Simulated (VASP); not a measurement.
# Si2Sb2Se (I4/mmm) in VASP: relaxation of cell and atoms with PBE

Aim: the relaxation of cell and atoms of Si2Sb2Se with PBE.

Everything below comes from runs of VASP 6.6.1. Logs are shortened: lines on timing, memory, paths and dates and some standing lists are left out, and cuts for length are marked.

### 1 The cell of the first run

Symmetry: I4/mmm, No. 139, tetragonal system. Conventional cell: a = 4.338 Å, b = 4.338 Å, c = 12.035 Å, α = 90.00°, β = 90.00°, γ = 90.00°. Within 3.6 Å of Si (site symmetry -4m2) lie 4 Sb at 2.72 Å and 4 Si at 3.07 Å. Within 3.6 Å of Sb (site symmetry 4mm) lie 4 Si at 2.72 Å and 1 Sb at 2.75 Å and 4 Se at 3.36 Å. Within 4.4 Å of Se (site symmetry 4/mmm) lie 8 Sb at 3.36 Å and 8 Si at 3.71 Å and 4 Se at 4.34 Å.

### 2 Relaxation of cell and atoms, PBE

INCAR reads:

```
SYSTEM = Si2Sb2Se
  ALGO = Normal
  EDIFF = 1E-6
  EDIFFG = -0.04
  ENCUT = 600
  GGA = PE
  IBRION = 2
  ISIF = 3
  ISMEAR = 0
  LASPH = .True.
  LCHARG = .False.
  LREAL = .False.
  LWAVE = .False.
  NELM = 80
  NSW = 90
  PREC = Accurate
  SIGMA = 0.1
```

KPOINTS reads:

```
k-points
0
Gamma
  6 6 6
  0 0 0
```

POSCAR reads:

```
Si2Sb2Se
1.0
   -2.1690377600      2.1690377600      6.0177334600
    2.1690377600     -2.1690377600      6.0177334600
    2.1690377600      2.1690377600     -6.0177334600
Si Sb Se
2 2 1
Direct
    0.7500000000      0.2500000000      0.5000000000
    0.2500000000      0.7500000000      0.5000000000
    0.6141700100      0.6141700100      0.0000000000
    0.3858299900      0.3858299900      0.0000000000
    0.0000000000      0.0000000000      0.0000000000
```

Potentials or basis: VASP PAW PBE potentials, release 64 (Si, Sb, Se).

Run with:

```console
$ cat potpaw_PBE.64/Si/POTCAR potpaw_PBE.64/Sb/POTCAR potpaw_PBE.64/Se/POTCAR > POTCAR
$ mpirun -np 1 vasp_std > vasp.out
```

OUTCAR:

```text
SYSTEM = Si2Sb2Se
   EDIFF = 1E-6
   EDIFFG = -0.04
   ENCUT = 600
   GGA = PE
   IBRION = 2
   ISIF = 3
   ISMEAR = 0
   LASPH = .True.
   LREAL = .False.
   NELM = 80
   NSW = 90
   PREC = Accurate

 ion  position               nearest neighbor table
   1  0.750  0.250  0.500-   4 2.72   3 2.72   4 2.72   3 2.72   2 3.07   2 3.07   2 3.07   2 3.07

   2  0.250  0.750  0.500-   4 2.72   3 2.72   4 2.72   3 2.72   1 3.07   1 3.07   1 3.07   1 3.07

   3  0.614  0.614  0.000-   2 2.72   1 2.72   1 2.72   2 2.72   4 2.75
   4  0.386  0.386  0.000-   1 2.72   2 2.72   2 2.72   1 2.72   3 2.75
   5  0.000  0.000  0.000-

  LATTYP: Found a body centered tetragonal cell.
 ALAT       =     4.3380755200
 C/A-ratio  =     2.7743792990

  Lattice vectors:

 A1 = (  -2.1690377600,   2.1690377600,   6.0177334600)
 A2 = (   2.1690377600,  -2.1690377600,   6.0177334600)
 A3 = (   2.1690377600,   2.1690377600,  -6.0177334600)

Analysis of symmetry for initial positions (statically):
=====================================================================
 Subroutine PRICEL returns:
 Original cell was already a primitive cell.

 Routine SETGRP: Setting up the symmetry group for a
 body centered tetragonal supercell.

 Subroutine GETGRP returns: Found 16 space group operations
 (whereof 16 operations were pure point group operations)
 out of a pool of 16 trial point group operations.

The static configuration has the point symmetry D_4h.

Analysis of symmetry for dynamics (positions and initial velocities):
=====================================================================
 Subroutine PRICEL returns:
 Original cell was already a primitive cell.

 Routine SETGRP: Setting up the symmetry group for a
 body centered tetragonal supercell.

 Subroutine GETGRP returns: Found 16 space group operations
 (whereof 16 operations were pure point group operations)
 out of a pool of 16 trial point group operations.

The dynamic configuration has the point symmetry D_4h.

 Subroutine INISYM returns: Found 16 space group operations
 (whereof 16 operations are pure point group operations),
 and found     1 'primitive' translations

----------------------------------------------------------------------------------------

                                     Primitive cell

  volume of cell :     113.2471

  direct lattice vectors                    reciprocal lattice vectors
    -2.169037760  2.169037760  6.017733460     0.000000000  0.230516964  0.083087761
     2.169037760 -2.169037760  6.017733460     0.230516964  0.000000000  0.083087761
     2.169037760  2.169037760 -6.017733460     0.230516964  0.230516964  0.000000000

  length of vectors
     6.754447839  6.754447839  6.754447839     0.245033971  0.245033971  0.326000217

  position of ions in fractional coordinates (direct lattice)
     0.750000000  0.250000000  0.500000000
     0.250000000  0.750000000  0.500000000
     0.614170010  0.614170010  0.000000000
     0.385829990  0.385829990  0.000000000
     0.000000000  0.000000000  0.000000000

  ion indices of the primitive-cell ions
   primitive index   ion index
                 1           1
                 2           2
                 3           3
                 4           4
                 5           5

----------------------------------------------------------------------------------------

 KPOINTS: k-points

Automatic generation of k-mesh.
 Grid dimensions read from file:
 generate k-points for:    6    6    6

 Generating k-lattice:

  Cartesian coordinates                     Fractional coordinates (reciprocal lattice)
     0.000000000  0.038419494  0.013847960     0.166666667 -0.000000000  0.000000000
     0.038419494  0.000000000  0.013847960    -0.000000000  0.166666667  0.000000000
     0.038419494  0.038419494  0.000000000     0.000000000  0.000000000  0.166666667

  Length of vectors
     0.040838995  0.040838995  0.054333370

  Shift w.r.t. Gamma in fractional coordinates (k-lattice)
     0.000000000  0.000000000  0.000000000

 Subroutine IBZKPT returns following result:
 ===========================================

 Found     30 irreducible k-points:

 Following reciprocal coordinates:
            Coordinates               Weight
  0.000000  0.000000  0.000000      1.000000
  0.166667  0.000000 -0.000000      8.000000
  0.333333  0.000000 -0.000000      8.000000
  0.500000  0.000000 -0.000000      4.000000
  0.166667  0.166667 -0.000000      8.000000
  0.333333  0.166667 -0.000000     16.000000
[... 16 lines left out ...]
 -0.333333 -0.333333  0.166667      8.000000
 -0.166667 -0.333333  0.166667      8.000000
 [... further k-points ...]
   k-points           NKPTS =     30   k-points in BZ     NKDIM =     30   number of bands    NBANDS=     16
   number of dos      NEDOS =    301   number of ions     NIONS =      5
   total plane-waves  NPLWV = 157464
   dimension x,y,z NGX =    54 NGY =   54 NGZ =   54
   dimension x,y,z NGXF=   108 NGYF=  108 NGZF=  108
   ions per type =               2   2   1
   NGX,Y,Z   is equivalent  to a cutoff of  13.29, 13.29, 13.29 a.u.
   NGXF,Y,Z  is equivalent  to a cutoff of  26.58, 26.58, 26.58 a.u.
 SYSTEM =  Si2Sb2Se
   PREC   = accura    normal or accurate (medium, high low for compatibility)
   ISTART =      0    job   : 0-new  1-cont  2-samecut
   ICHARG =      2    charge: 1-file 2-atom 10-const
   ISPIN  =      1    spin polarized calculation?
   LNONCOLLINEAR =      F non collinear calculations
   LSORBIT =      F    spin-orbit coupling
   LASPH  =      T    aspherical Exc in radial PAW
   ENCUT  =  600.0 eV  44.10 Ry    6.64 a.u.  13.49 13.49 13.49*2*pi/ulx,y,z
   NELM   =     80;   NELMIN=  2; NELMDL= -5     # of ELM steps
   EDIFF  = 0.1E-05   stopping-criterion for ELM
   LREAL  =      F    real-space projection
   EDIFFG = -.4E-01   stopping-criterion for IOM
   NSW    =     90    number of steps for IOM
   IBRION =      2    ionic relax: 0-MD 1-quasi-New 2-CG
   NFREE  =      1    steps in history (QN), initial steepest desc. (CG)
   ISIF   =      3    stress and relaxation
   ISYM   =      2    0-nonsym 1-usesym 2-fastsym
   POTIM  = 0.5000    time-step for ionic-motion
   TEBEG  =    0.0;   TEEND  =   0.0 temperature during run
   PSTRESS=    0.0 pullay stress
   NELECT =      24.0000    total number of electrons
   NUPDOWN=      -1.0000    fix difference up-down
   EMIN   =  10.00;   EMAX   =-10.00  energy-range for DOS
   EFERMI =   0.00;   METHOD = LEGACY
   ISMEAR =     0;   SIGMA  =   0.10  broadening in eV -4-tet -1-fermi 0-gaus
   EFERMI_NEDOS =   21; number of points for ismear=-14 and -15
   IALGO  =     38    algorithm
   IMIX   =      4    mixing-type and parameters
     AMIX     =   0.40;   BMIX     =  1.00
     AMIX_MAG =   1.60;   BMIX_MAG =  1.00
  volume/ion in A,a.u.               =      22.65       152.85
  Fermi-wavevector in a.u.,A,eV,Ry     =   0.976044  1.844456 12.961760  0.952662
  Thomas-Fermi vector in A             =   2.106632
   LORBIT       =      0    0 simple, 1 ext, 2 COOP (PROOUT), +10 PAW based schemes
   GGA     = PE    functional components
   LHFCALC =     F    Hartree Fock is set to
   AEXX    =    0.0000 exact exchange contribution
   IVDW    =     0    specifies the selected vdW correction
   LEPSILON=     F    determine dielectric tensor
   LRPA    =     F    only Hartree local field effects (RPA)
 conjugate gradient relaxation of ions
 non-spin polarized calculation
 Gauss-broadening in eV      SIGMA  =   0.10
  energy-cutoff  :      600.00
  volume of cell :      113.25
 maximum number of plane-waves:      3804
 NGX is ok and might be reduce to    54
   NGX = 27   NGY = 27   NGZ = 27

--------------------------------------- Ionic step        1  -------------------------------------------

 number of electron      24.0000000 magnetization

 Free energy of the ion-electron system (eV)
  ---------------------------------------------------
  ext. energy  EPLUGINS =         0.00000000
  ---------------------------------------------------
  free energy    TOTEN  =       -20.00659051 eV

  energy without entropy =      -19.98549358  energy(sigma->0) =      -19.99604205

------------------------ aborting loop because EDIFF is reached ----------------------------------------

  FORCE on cell =-STRESS in cart. coord.  units (eV):
  Direction    XX          YY          ZZ          XY          YZ          ZX
  --------------------------------------------------------------------------------------
  -------------------------------------------------------------------------------------
  Total        0.8752884      0.8752884      9.2119780      0.0000000     -0.0000000      0.0000000
  in kB       12.3832490     12.3832490    130.3275733      0.0000000     -0.0000000      0.0000000
  external PRESSURE =      51.6980238 kB  Pullay stress =       0.0000000 kB
[... 98 lines left out ...]
  FREE ENERGIE OF THE ION-ELECTRON SYSTEM (eV)
  ---------------------------------------------------
  free  energy   TOTEN  =       -20.5213959294 eV

  energy  without entropy=      -20.5109833102  energy(sigma->0) =      -20.51618962

 E-fermi :   6.9561     XC(G=0):  -9.9638

 val. band max:        6.9439805162   @ k =  -0.3333   0.5000   0.3333
 cond. band min:       6.9828738920   @ k =  -0.3333   0.3333   0.3333
 fundamental gap:      0.0388933758
 Fermi energy:         6.9560576080

 k-point     1 :       0.0000    0.0000    0.0000
  band No.  band energies     occupation
      1      -6.6204      2.00000
      2      -5.2832      2.00000
      3      -3.7749      2.00000
      4      -0.2158      2.00000
      5       2.9925      2.00000
      6       4.0666      2.00000
[... 8 lines left out ...]
     15       8.5270      0.00000
     16       8.6996      0.00000
[... 420 lines left out ...]
  band No.  band energies     occupation
      1      -6.3183      2.00000
      2      -5.3532      2.00000
      3      -3.2373      2.00000
      4      -0.6191      2.00000
      5       1.7635      2.00000
      6       2.9948      2.00000
[... 8 lines left out ...]
     15       9.4656      0.00000
     16       9.5876      0.00000

 [... further k-points ...]

[... ionic steps 4 to 16 ...]

--------------------------------------- Ionic step       17  -------------------------------------------

 number of electron      24.0000002 magnetization

------------------------ aborting loop because EDIFF is reached ----------------------------------------

  FORCE on cell =-STRESS in cart. coord.  units (eV):
  Direction    XX          YY          ZZ          XY          YZ          ZX
  --------------------------------------------------------------------------------------
  -------------------------------------------------------------------------------------
  Total       -0.4288087     -0.4288087      0.1994696      0.0000000      0.0000000      0.0000000
  in kB       -6.1846018     -6.1846018      2.8769000      0.0000000      0.0000000      0.0000000
  external PRESSURE =      -3.1641012 kB  Pullay stress =       0.0000000 kB
[... 63 lines left out ...]
  energy  without entropy=      -21.2641443012  energy(sigma->0) =      -21.26685634

--------------------------------------- Ionic step       19  -------------------------------------------

 number of electron      24.0000001 magnetization

 Free energy of the ion-electron system (eV)
  ---------------------------------------------------
  ext. energy  EPLUGINS =         0.00000000
  ---------------------------------------------------
  free energy    TOTEN  =       -21.27071787 eV

  energy without entropy =      -21.26537573  energy(sigma->0) =      -21.26804680

 E-fermi :   7.5256     XC(G=0): -10.1957

 val. band max:        7.4523987377   @ k =  -0.3333   0.3333   0.3333
 cond. band min:       7.5261041139   @ k =  -0.1667   0.1667   0.0000
 fundamental gap:      0.0737053762
 Fermi energy:         7.5255849908

 k-point     1 :       0.0000    0.0000    0.0000
  band No.  band energies     occupation
      1      -6.5873      2.00000
      2      -4.6203      2.00000
      3      -3.1780      2.00000
      4       0.3594      2.00000
      5       3.6911      2.00000
      6       4.8602      2.00000
[... 8 lines left out ...]
     15       9.4740      0.00000
     16       9.4740      0.00000
[... 420 lines left out ...]
  band No.  band energies     occupation
      1      -6.3147      2.00000
      2      -4.6819      2.00000
      3      -2.5545      2.00000
      4      -0.1485      2.00000
      5       2.5304      2.00000
      6       3.2537      2.00000
[... 8 lines left out ...]
     15      10.1793      0.00000
     16      10.3909      0.00000

 [... further k-points ...]
[... 5 lines left out ...]
  --------------------------------------------------------------------------------------
  -------------------------------------------------------------------------------------
  Total       -0.0617782     -0.0617782      0.0691132      0.0000000     -0.0000000      0.0000000
  in kB       -0.8952801     -0.8952801      1.0015773      0.0000000     -0.0000000      0.0000000
  external PRESSURE =      -0.2629943 kB  Pullay stress =       0.0000000 kB
[... 20 lines left out ...]
  FREE ENERGIE OF THE ION-ELECTRON SYSTEM (eV)
  ---------------------------------------------------
  free  energy   TOTEN  =       -21.2707178712 eV

  energy  without entropy=      -21.2653757328  energy(sigma->0) =      -21.26804680

 reached required accuracy - stopping structural energy minimisation
```

Wall time 16 min (1 thread of Intel Xeon Platinum 8559C (Emerald Rapids), shared host); peak memory 0.48 GiB.

What came out:

* Free energy: -21.2707 eV
* Relaxed volume: 22.11 Å³/atom
* Relaxed cell: a = 8.340 Å, b = 8.340 Å, c = 8.340 Å, α = 154.09°, β = 154.09°, γ = 36.96°
* Space group after relaxing (to 0.05 Å): I4/mmm (No. 139)
* Energy gained by relaxing: 252.8 meV/atom
* Ionic steps: 19
* Pressure after relaxing: 0.0 GPa
* Largest force after relaxing: 0.026 eV/Å
* Band gap on the k mesh: zero (band 12 reaches 8.54 eV, above the bottom of band 13 at 6.37 eV)

Forces on the atoms (eV/Å):
```
Si   0.000  0.000  0.000
Si   0.000  0.000  0.000
Sb   0.000  0.000 -0.026
Sb   0.000  0.000  0.026
Se   0.000  0.000  0.000
```

The path:
```tsv
step	energy change (eV)	largest force (eV/Å)	pressure (GPa)	volume (Å³)
1	0.0000	1.4936	5.17	113.25
2	-0.5118	0.2478	-1.50	125.40
3	-0.5148	0.3455	-2.80	129.13
4	-0.5194	0.3280	-2.36	127.79
5	-0.7463	0.6193	-1.25	123.75
6	-0.9054	1.4255	4.61	110.23
7	-0.9462	1.1324	3.37	112.84
8	-1.0509	0.8507	0.94	114.26
9	-1.1131	0.7780	-0.97	115.42
10	-1.0620	0.2589	-3.43	117.19
11	-1.1496	0.5807	-2.09	116.10
12	-1.1786	0.2390	-1.40	113.40
13	-1.1801	0.2731	-1.55	113.90
14	-1.2152	0.3409	-0.04	111.22
15	-1.2216	0.3892	0.96	109.62
16	-1.2434	0.2922	0.59	110.01
17	-1.2607	0.0013	-0.32	111.09
18	-1.2630	0.0786	-0.12	110.82
19	-1.2641	0.0258	-0.03	110.56
```

Final structure:
```yaml
crystal:
  lattice:
    - [-1.86935, 1.86935, 7.90944]
    - [1.86935, -1.86935, 7.90944]
    - [1.86935, 1.86935, -7.90944]
  atoms:
    - { symbol: Si, position: [0.75000, 0.25000, 0.50000] }
    - { symbol: Si, position: [0.25000, 0.75000, 0.50000] }
    - { symbol: Sb, position: [0.60902, 0.60902, 0.00000] }
    - { symbol: Sb, position: [0.39098, 0.39098, 0.00000] }
    - { symbol: Se, position: [0.00000, 0.00000, 0.00000] }
```

Caveat: spin-orbit coupling is left out, which moves the levels of the heavy elements.
